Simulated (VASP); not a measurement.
A run of VASP 6.6.1 is set up as follows.

Contents of INCAR:

```
PREC = Accurate
ENCUT = 520
EDIFF = 1E-6
ISMEAR = -1
SIGMA = 0.05
LREAL = F
LASPH = T
NELM = 60
ALGO = Normal
ISIF = 2
LWAVE = F
LCHARG = F
LDIPOL = T
IDIPOL = 3
DIPOL = 0.5 0.5 0.500
GGA = CA
NBANDS = 24
```

Contents of KPOINTS:

```
Automatic mesh
0
Gamma
  13 13 1
```

The input POSCAR:

```
Ag
1.0
    2.8284417087      0.0000000000      0.0000000000
   -1.4142208543      2.4495023729      0.0000000000
    0.0000000000      0.0000000000     11.6033000000
Ag
3
Direct
    0.1666666667      0.3333333333      0.3016377104
    0.5000000000      1.0000000000      0.4999999913
    0.8333333333      0.6666666667      0.6983622896
```

Potentials or basis: VASP PAW LDA potentials, release 64 (Ag).

Command:

```sh
$ cat potpaw_LDA.64/Ag/POTCAR > POTCAR
$ mpirun -np 1 vasp_std > vasp.out
```

Problem. Estimate the largest force.

Solution. 0.016 eV/Å.

Forces in eV/Å, atoms in the order of the input:
```
Ag   0.000  0.000 -0.016
Ag   0.000  0.000  0.000
Ag   0.000  0.000  0.016
```
